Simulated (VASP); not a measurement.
# B15As8 in VASP: a series of runs, part 2 of 2

VASP 6.6.1.

## Step 3: Single point, PBE

File INCAR:

```
  ALGO = Normal
  EDIFF = 1E-6
  ENCUT = 520
  GGA = PE
  ISIF = 2
  ISMEAR = -1
  ISYM = 0
  LASPH = T
  LCHARG = F
  LREAL = Auto
  LWAVE = F
  NBANDS = 60
  NELM = 60
  PREC = Accurate
  SIGMA = 0.1379
```

File KPOINTS:

```
Automatic mesh
0
Gamma
  1 1 1
  0.25 0.25 0.25
```

File POSCAR:

```
B15As8
1.0
    6.7523970000     -0.0821590000     -0.0565340000
   -0.0821590000      6.5439730000      0.0455560000
   -0.0565340000      0.0455560000      7.1307640000
As B
8 15
Direct
    0.6357334570      0.9693178112      0.7044876696
    0.3992338381      0.7745787458      0.4362818032
    0.6598112703      0.2034216355      0.0090162421
    0.8207859508      0.8803341040      0.3301946064
    0.0329797064      0.1820782605      0.7104521644
    0.1165654852      0.1450728350      0.3384227798
    0.4485764750      0.2114612433      0.5441857975
    0.6204824184      0.5297012534      0.5425742996
    0.5126601461      0.6929618505      0.9670955537
    0.5179628141      0.4441140931      0.2609683125
    0.7562144358      0.7150384166      0.0794786557
    0.7689294061      0.4746261376      0.1715216752
    0.1556316078      0.9459992054      0.0122767403
    0.0760614210      0.5128425402      0.7359160956
    0.6824075275      0.5256139463      0.9055546304
    0.2940031057      0.7329596213      0.0391173320
    0.9718447251      0.6993282721      0.8717284250
    0.2918853643      0.5535324237      0.2196587524
    0.1902335248      0.7025303208      0.6194342136
    0.8961995684      0.9262913972     -0.0021738743
    0.2092041564      0.7244862382      0.8231763739
   -0.0343115463      0.5743484900      0.4958948594
    1.0180965807      0.4242197188      0.3051938500
```

Potentials or basis: VASP PAW PBE potentials, release 64 (As, B).

Launch:

```bash
$ cat potpaw_PBE.64/As/POTCAR potpaw_PBE.64/B/POTCAR > POTCAR
$ mpirun -np 1 vasp_std > vasp.out
```

OUTCAR:

```text
EDIFF = 1E-6
   ENCUT = 520
   GGA = PE
   ISIF = 2
   ISMEAR = -1
   ISYM = 0
   LASPH = T
   LREAL = Auto
   NELM = 60
   PREC = Accurate

 ion  position               nearest neighbor table
   1  0.636  0.969  0.704-   7 2.33   3 2.67   2 2.77
   2  0.399  0.775  0.436-  19 1.98  18 2.23   8 2.33   1 2.77
   3  0.660  0.203  0.009-  15 2.23  12 2.24  20 2.45   1 2.67
   4  0.821  0.880  0.330-  11 2.14  20 2.45  22 2.52   6 2.61
   5  0.033  0.182  0.710-  14 2.19   6 2.74
   6  0.117  0.145  0.338-  23 1.97   4 2.61   7 2.69   5 2.74
   7  0.449  0.211  0.544-   1 2.33   8 2.36   6 2.69
   8  0.620  0.530  0.543-  10 2.19   2 2.33   7 2.36  22 2.37
   9  0.513  0.693  0.967-  16 1.60  15 1.67  11 1.82
  10  0.518  0.444  0.261-  18 1.72  12 1.83   8 2.19
  11  0.756  0.715  0.079-  12 1.70  20 1.75  15 1.82   9 1.82  17 2.10   4 2.14
  12  0.769  0.475  0.172-  11 1.70  10 1.83  23 1.95  15 2.00   3 2.24
  13  0.156  0.946  0.012-  16 1.70  20 1.75  21 2.04
  14  0.076  0.513  0.736-  19 1.66  17 1.74  21 1.75  22 1.90   5 2.19
  15  0.682  0.526  0.906-   9 1.67  11 1.82  12 2.00   3 2.23
  16  0.294  0.733  0.039-   9 1.60  21 1.64  13 1.70  18 1.73
  17  0.972  0.699  0.872-  21 1.65  14 1.74  20 1.83  11 2.10
  18  0.292  0.554  0.220-  10 1.72  16 1.73  23 2.11   2 2.23
  19  0.190  0.703  0.619-  21 1.47  14 1.66  22 1.92   2 1.98
  20  0.896  0.926  0.998-  11 1.75  13 1.75  17 1.83   4 2.45   3 2.45
  21  0.209  0.724  0.823-  19 1.47  16 1.64  17 1.65  14 1.75  13 2.04
  22  0.966  0.574  0.496-  23 1.73  14 1.90  19 1.92   8 2.37   4 2.52
  23  0.018  0.424  0.305-  22 1.73  12 1.95   6 1.97  18 2.11

IMPORTANT INFORMATION: All symmetrisations will be switched off!
NOSYMM: (Re-)initialisation of all symmetry stuff for point group C_1.

----------------------------------------------------------------------------------------

                                     Primitive cell

  volume of cell :     315.0080

  direct lattice vectors                    reciprocal lattice vectors
     6.752397000 -0.082159000 -0.056534000     0.148127821  0.001851638  0.001162555
    -0.082159000  6.543973000  0.045556000     0.001851638  0.152842309 -0.000961777
    -0.056534000  0.045556000  7.130764000     0.001162555 -0.000961777  0.140252789
[... 131 lines left out ...]
   LEPSILON=     F    determine dielectric tensor
   LRPA    =     F    only Hartree local field effects (RPA)
 non-spin polarized calculation
  energy-cutoff  :      520.00
  volume of cell :      315.01
 maximum number of plane-waves:      8505
 NGX is ok and might be reduce to    50
   NGX = 25   NGY = 25   NGZ = 27

 number of electron      85.0000000 magnetization

 Free energy of the ion-electron system (eV)
  ---------------------------------------------------
  ext. energy  EPLUGINS =         0.00000000
  ---------------------------------------------------
  free energy    TOTEN  =      -120.55854244 eV

  energy without entropy =     -120.19970249  energy(sigma->0) =     -120.37912246

 E-fermi :   4.4629     XC(G=0): -10.1259

 val. band max:        4.1164076006   @ k =   0.2500   0.2500   0.2500
 cond. band min:       4.4639463434   @ k =   0.2500   0.2500   0.2500
 fundamental gap:      0.3475387428
 Fermi energy:         4.4629455938

 k-point     1 :       0.2500    0.2500    0.2500
  band No.  band energies     occupation
      1     -10.1193      2.00000
      2      -9.0369      2.00000
      3      -8.6906      2.00000
      4      -8.6336      2.00000
      5      -7.7396      2.00000
      6      -7.0098      2.00000
[... 46 lines left out ...]
     53       7.0441      0.00000
     54       7.3359      0.00000
 [bands above 54 left out]

------------------------ aborting loop because EDIFF is reached ----------------------------------------

  FORCE on cell =-STRESS in cart. coord.  units (eV):
  Direction    XX          YY          ZZ          XY          YZ          ZX
  --------------------------------------------------------------------------------------
  -------------------------------------------------------------------------------------
  Total       -9.5828245     -1.4664220      5.9529274      2.3987969      4.0059223      1.3072040
  in kB      -48.7396609     -7.4584389     30.2774682     12.2006353     20.3747127      6.6486329
  external PRESSURE =      -8.6402105 kB  Pullay stress =       0.0000000 kB

 VOLUME and BASIS-vectors are now :
 -----------------------------------------------------------------------------
  energy-cutoff  :      520.00
  volume of cell :      315.01
      direct lattice vectors                 reciprocal lattice vectors
     6.752397000 -0.082159000 -0.056534000     0.148127821  0.001851638  0.001162555
    -0.082159000  6.543973000  0.045556000     0.001851638  0.152842309 -0.000961777
    -0.056534000  0.045556000  7.130764000     0.001162555 -0.000961777  0.140252789

 POSITION                                       TOTAL-FORCE (eV/Angst)
 -----------------------------------------------------------------------------------
      4.17326      6.32305      5.03175         1.354623     -0.329192      0.993437
      2.60748      5.05590      3.12374        -0.651145      0.386486     -1.030945
      4.43808      1.27739      0.03626        -0.012027     -0.038010      0.158247
      5.45128      5.70849      2.34824         0.302486     -0.327155      1.130826
      0.16757      1.22117      5.07250         1.025362      0.424219      0.976704
      0.75605      0.95519      2.41323        -0.157459     -0.879420     -0.421292
[... 15 lines left out ...]
      6.44549      3.70177      3.50768         0.902469      0.681155     -0.123791
      0.07009      2.78850      2.19457        -0.812510      1.782545     -1.357965
 -----------------------------------------------------------------------------------
    total drift:                               -0.022743      0.010272      0.004130

  FREE ENERGIE OF THE ION-ELECTRON SYSTEM (eV)
  ---------------------------------------------------
  free  energy   TOTEN  =      -120.5585424393 eV

  energy  without entropy=     -120.1997024868  energy(sigma->0) =     -120.37912246
```

OSZICAR:

```text
N       E                     dE             d eps       ncg     rms          rms(c)
DAV:   1     0.289702747870E+03    0.28970E+03   -0.35096E+04   120   0.121E+03
DAV:   2    -0.104504675838E+03   -0.39421E+03   -0.37135E+03   140   0.214E+02
DAV:   3    -0.135159316481E+03   -0.30655E+02   -0.29737E+02   152   0.541E+01
DAV:   4    -0.136016651278E+03   -0.85733E+00   -0.84801E+00   152   0.892E+00
DAV:   5    -0.136045191793E+03   -0.28541E-01   -0.28493E-01   160   0.142E+00    0.175E+01
DAV:   6    -0.120413383529E+03    0.15632E+02   -0.48867E+01   152   0.296E+01    0.827E+00
DAV:   7    -0.120715342183E+03   -0.30196E+00   -0.17566E+01   152   0.124E+01    0.518E+00
DAV:   8    -0.120576083691E+03    0.13926E+00   -0.11728E+00   152   0.390E+00    0.238E+00
DAV:   9    -0.120556418112E+03    0.19666E-01   -0.25081E-01   144   0.171E+00    0.630E-01
DAV:  10    -0.120557767805E+03   -0.13497E-02   -0.20594E-02   152   0.497E-01    0.238E-01
DAV:  11    -0.120558186307E+03   -0.41850E-03   -0.31101E-03   152   0.195E-01    0.873E-02
DAV:  12    -0.120558436574E+03   -0.25027E-03   -0.61461E-04   144   0.828E-02    0.371E-02
DAV:  13    -0.120558508423E+03   -0.71848E-04   -0.97405E-05   144   0.365E-02    0.194E-02
DAV:  14    -0.120558535119E+03   -0.26696E-04   -0.36672E-05   136   0.205E-02    0.788E-03
DAV:  15    -0.120558541587E+03   -0.64682E-05   -0.86956E-06   128   0.103E-02    0.286E-03
DAV:  16    -0.120558542439E+03   -0.85188E-06   -0.11557E-06    96   0.375E-03
   1 F= -.12055854E+03 E0= -.12037912E+03  d E =-.358840E+00
```

It took 55 s on 1 thread of AMD EPYC 7R13 (Zen 3), shared host; peak memory 0.29 GiB.

Results:

| Item | Value |
| --- | --- |
| Free energy | -120.5585 eV |
| Pressure | -0.9 GPa |
| Largest force | 4.539 eV/Å |

Forces in eV/Å, atoms in the order of the input:
```
As   1.355 -0.329  0.993
As  -0.651  0.386 -1.031
As  -0.012 -0.038  0.158
As   0.302 -0.327  1.131
As   1.025  0.424  0.977
As  -0.157 -0.879 -0.421
As  -1.625 -0.159 -1.156
As   2.342  0.389  0.934
B    0.281 -0.362 -0.873
B    1.016 -0.320  0.147
B   -0.141  0.054 -1.576
B    0.610 -1.136  0.952
B   -1.962 -0.521 -0.635
B   -1.313  0.031 -0.564
B    1.049  0.287  0.308
B    0.228  1.033  1.571
B   -2.854 -0.402  1.438
B   -0.290  0.075 -0.055
B   -1.258 -0.879 -4.272
B    0.738  0.448  0.289
B    1.225 -0.239  3.167
B    0.902  0.681 -0.124
B   -0.813  1.783 -1.358
```

Caveat: the k points lie up to 0.96 Å⁻¹ apart.

## Step 4: Single point, PBE

File INCAR:

```
ALGO = Normal
EDIFF = 1E-7
ENCUT = 520
GGA = PE
ISIF = 2
ISMEAR = -1
ISYM = 0
LASPH = T
LCHARG = T
LELF = T
LREAL = Auto
LVHAR = T
LWAVE = F
NBANDS = 60
NELM = 100
PREC = Accurate
SIGMA = 0.1379
```

KPOINTS is that of step 3.

File POSCAR:

```
B15As8
1.0
    6.7523970000     -0.0821590000     -0.0565340000
   -0.0821590000      6.5439730000      0.0455560000
   -0.0565340000      0.0455560000      7.1307640000
As B
8 15
Direct
    0.6748045225      0.9631049630      0.7048553548
    0.3516703381      0.7658569226      0.4127197244
    0.6761298721      0.2220839136      0.0283391894
    0.7846527390      0.8418277610      0.3719190892
    0.0856859128      0.1498650510      0.7116520635
    0.1016728909      0.1314158134      0.3413119823
    0.4214977344      0.2139017646      0.5267464249
    0.6747237621      0.5365100621      0.5395616207
    0.5376254605      0.6764761619      0.8864920463
    0.5627468552      0.4575187603      0.2359799884
    0.7941668566      0.7342091649      0.0638555415
    0.8280191959      0.4944509481      0.1684426844
    0.1508085023      0.8329797686     -0.0508350043
    0.0230134482      0.4685309544      0.7193530239
    0.7426954470      0.5258591903      0.8753571852
    0.3414785981      0.7224073670      0.0310219439
    0.9896020580      0.6194893732      0.8878080532
    0.3275949860      0.5589972469      0.2110366542
    0.1430577695      0.6788211298      0.5926626169
    0.9040000245      0.9005736395     -0.0702617273
    0.2525704270      0.6255593762      0.8117320716
   -0.0385909411      0.6079142800      0.4214104066
    1.0841057695      0.4627081550      0.2738689295
```

Launch:

```bash
$ cat potpaw_PBE.64/As/POTCAR potpaw_PBE.64/B/POTCAR > POTCAR
$ mpirun -np 1 vasp_std > vasp.out
```

It took 82 s on 1 thread of AMD EPYC 7R13 (Zen 3), shared host; peak memory 0.29 GiB.

The run converged. Its results:

```yaml
Free_energy: -121.5328 eV
Pressure: -1.1 GPa
Largest_force: 2.935 eV/Å
```

Forces in eV/Å, atoms in the order of the input:
```
As   0.006  0.096  1.477
As   0.766  1.470  0.797
As   0.730  0.875 -0.563
As   0.411  2.584 -0.244
As  -0.031  0.849 -0.567
As  -0.006  0.359  0.198
As   0.252 -0.323 -0.788
As  -2.038 -1.700 -0.368
B   -0.451  0.976  0.293
B    0.387 -0.383 -0.005
B   -1.318 -2.231 -1.068
B   -0.041 -0.343 -0.108
B   -2.125  0.464 -0.668
B    1.124 -0.830 -0.916
B    0.002 -0.628  0.855
B    2.204  0.094 -1.936
B   -0.655  1.600  1.863
B   -0.377 -1.462  0.115
B   -0.157 -1.412  0.946
B    1.626  0.578  0.134
B   -1.742  0.630 -0.389
B    1.541 -0.031  2.006
B   -0.107 -1.229 -1.069
```

Stress tensor (GPa, compression positive):
```
-7.14  3.71 -0.47
 3.71  0.52  1.90
-0.47  1.90  3.28
```

Levels at points of the mesh, in eV from the Fermi level:
```tsv
k point	band 40	band 41	band 42	band 43	band 44	band 45	band 46	band 47
(0.25, 0.25, 0.25)	-0.95	-0.56	-0.29	-0.05	0.48	0.71	0.94	1.09
```

Caveat: the k points lie up to 0.96 Å⁻¹ apart.

## Step 5: Single point, PBE

File INCAR:

```
SYSTEM = B15As8
ALGO = Normal
EDIFF = 1E-7
ENCUT = 520
GGA = PE
ISIF = 2
ISMEAR = -1
ISYM = 0
LASPH = .TRUE.
LCHARG = .TRUE.
LELF = .TRUE.
LREAL = Auto
LVHAR = .TRUE.
LWAVE = .FALSE.
NBANDS = 60
NELM = 80
PREC = Accurate
SIGMA = 0.1379
```

KPOINTS is that of step 4.

File POSCAR:

```
B15As8
1.0
    6.7523970000     -0.0821590000     -0.0565340000
   -0.0821590000      6.5439730000      0.0455560000
   -0.0565340000      0.0455560000      7.1307640000
As B
8 15
Direct
    0.6911202457      1.0175284947      0.7032608657
    0.3517437597      0.7753251223      0.4026527551
    0.7011119505      0.2009445452      0.0362406375
    0.8302567407      0.8848837108      0.3703782613
    0.0907179851      0.1505538072      0.7367690224
    0.0946485910      0.1190057603      0.3782762180
    0.4025229425      0.1942929454      0.5251140022
    0.6621506630      0.5394502849      0.5078263463
    0.5474631142      0.7453825410      0.8396434986
    0.5613794840      0.5734149410      0.2132866179
    0.6851505715      0.7160955068      0.0457595926
    0.8165159716      0.5195929161      0.1250355977
    0.1289709539      0.8355217576     -0.0512709136
   -0.0065959123      0.4584068785      0.7494698917
    0.7630728078      0.5549632434      0.8648656235
    0.4194889807      0.7016163681      0.0133731189
    1.0017733441      0.6186523252      0.9556278863
    0.3167787744      0.5549557085      0.1645459321
    0.1828481669      0.6270058417      0.6220546999
    0.8937328741      0.9365710830      0.0394529762
    0.2802561081      0.6574032796      0.8258023032
   -0.0061766198      0.5858003465      0.4601344387
    1.0417743372      0.4636731662      0.2356101780
```

Launch:

```bash
$ cat potpaw_PBE.64/As/POTCAR potpaw_PBE.64/B/POTCAR > POTCAR
$ mpirun -np 1 vasp_std > vasp.out
```

It took 75 s on 1 thread of AMD EPYC 7R13 (Zen 3), shared host; peak memory 0.29 GiB.

It converged, with:

```yaml
Free_energy: -122.0460 eV
Pressure: -2.8 GPa
Largest_force: 3.918 eV/Å
```

Forces on the atoms (eV/Å):
```
As  -1.281 -1.039  0.924
As   0.095 -0.908  0.644
As  -0.175  0.374 -0.518
As  -0.821 -1.188  0.713
As   0.210  0.302  0.341
As  -0.469  1.442 -2.342
As   1.819  1.287  0.962
As  -0.976 -0.636 -0.201
B    3.079  0.043 -2.422
B    0.604 -0.882  0.628
B    0.473  2.104 -1.589
B   -0.212 -1.937 -0.881
B    0.067  1.011  0.506
B    0.307  1.316  0.281
B    0.741 -0.875  0.132
B   -1.250  0.780  1.249
B    0.101 -1.402 -0.322
B   -2.532 -1.069  1.624
B   -0.650 -0.208 -0.916
B    0.441 -1.111  0.046
B   -1.121  1.312  0.409
B    0.230  0.292  0.338
B    1.320  0.993  0.393
```

Stress tensor (GPa, compression positive):
```
-5.64  8.26  2.35
 8.26 -4.40  3.89
 2.35  3.89  1.68
```

Levels at points of the mesh, in eV from the Fermi level:
```tsv
k point	band 39	band 40	band 41	band 42	band 43	band 44	band 45	band 46	band 47	band 48
(0.25, 0.25, 0.25)	-1.04	-0.83	-0.65	-0.54	-0.01	0.71	0.86	1.27	1.51	1.57
```

Caveat: the k points lie up to 0.96 Å⁻¹ apart.
